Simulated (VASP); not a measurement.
Crystal: Cu3O2.

```xyz
5
Lattice="-2.0230 2.0230 3.6736 2.0230 -2.0230 3.6736 2.0230 2.0230 -3.6736" Properties=species:S:1:pos:R:3 pbc="T T T"
Cu    0.0000    0.0000    0.0000
Cu    0.0000    2.0230    1.8368
Cu    2.0230    0.0000    1.8368
O     0.0000    2.0230    0.0000
O     2.0230    0.0000    0.0000
```

* Program: VASP 6.6.1
* Task: relaxation of cell and atoms
* Functional: PBEsol
* Potentials or basis: VASP PAW PBE potentials, release 64 (Cu, O)
* Cutoff: 600 eV
* k mesh: 9 × 9 × 9
* Occupations: fermi-dirac, width 0.05 eV
* Spin: no spin polarisation

At the start: pressure -5.5 GPa; volume 12.03 Å³/atom.

**Question.** How do energy, volume and symmetry change on relaxing?

**Answer.** Over 6 steps the energy falls by 9.0 meV/atom and the volume is 11.48 Å³/atom (-4.6 %); space group I4/mmm (No. 139, to 0.05 Å).

The path:
```tsv
step	energy change (eV)	largest force (eV/Å)	pressure (GPa)	volume (Å³)
1	0.0000	0.0000	-5.46	60.14
2	-0.0117	0.0000	4.34	56.63
3	-0.0376	0.0000	-0.47	58.17
4	-0.0441	0.0000	-0.20	57.67
5	-0.0448	0.0000	0.13	57.28
6	-0.0450	0.0000	-0.05	57.40
```

Final structure:
```
Cu O
1.0
    -1.98558    1.98558    3.63951
     1.98558   -1.98558    3.63951
     1.98558    1.98558   -3.63951
Cu O
3 2
Direct
  0.00000 0.00000 0.00000
  0.75000 0.25000 0.50000
  0.25000 0.75000 0.50000
  0.50000 0.00000 0.50000
  0.00000 0.50000 0.50000
```

Caveat: the PAW data sets were made with another functional, which shifts forces and pressure a little; an odd number of electrons without spin polarisation forces a metal; a magnetic or distorted state may lie lower.
